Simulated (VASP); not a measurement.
Write the native input for VASP 6.6.1 that does the following.

* Task: single point
* Functional: PBE
* Potentials or basis: VASP PAW PBE potentials, release 64 (Sn_d, Se)
* Cutoff: 520 eV
* k mesh: 4 × 6 × 6
* Occupations: gaussian, width 0.05 eV
* Spin: no spin polarisation
* Dipole correction: no
* Further INCAR settings: ALGO = Normal; EDIFF = 1e-07; NBANDS = 50

The structure of SnSe lies in POSCAR:

```
SnSe
1.0
   12.1479903221      0.0000000000      0.0000000000
    0.0000000000      4.2070054080      0.0000000000
    0.0000000000      0.0000000000      4.5671013721
Sn Se
4 4
Direct
    0.1214769848      0.2500000000      0.1164645414
    0.8785230152      0.7500000000      0.8835354586
    0.3785230152      0.7500000000      0.6164645414
    0.6214769848      0.2500000000      0.3835354586
    0.8548816258      0.2500000000      0.4763342523
    0.1451183742      0.7500000000      0.5236657477
    0.6451183742      0.7500000000      0.9763342523
    0.3548816258      0.2500000000      0.0236657477
```

This cell differs from its parent crystal: strain +0.0300 x Voigt [1, 0, 0, 0, 0, 0].

One way to write it, as run:

INCAR

```
  PREC = Accurate
  ENCUT = 520
  EDIFF = 1E-7
  ISMEAR = 0
  SIGMA = 0.05
  LREAL = False
  LASPH = True
  NELM = 80
  ALGO = Normal
  ISIF = 2
  LWAVE = False
  LCHARG = False
  GGA = PE
  NBANDS = 50
```

KPOINTS

```
Automatic mesh
0
Gamma
  4 6 6
```

Potentials or basis: VASP PAW PBE potentials, release 64 (Sn_d, Se).

Launch:

```sh
$ cat potpaw_PBE.64/Sn_d/POTCAR potpaw_PBE.64/Se/POTCAR > POTCAR
$ mpirun -np 1 vasp_std > vasp.out
```

It gave:

The pressure is -1.2 GPa, the largest force is 0.208 eV/Å and the band gap on the k mesh is 0.67 eV, indirect (least direct gap 0.92 eV).

Caveat: the cell differs from its parent crystal (strain +0.0300 x Voigt [1, 0, 0, 0, 0, 0]); spin-orbit coupling is left out, which moves the levels of the heavy elements.

Wall time 11 min on 1 thread of Intel(R) Xeon(R) Platinum 8375C CPU @ 2.90GHz (Ice Lake), with other jobs on the host, peak memory 0.57 GiB.
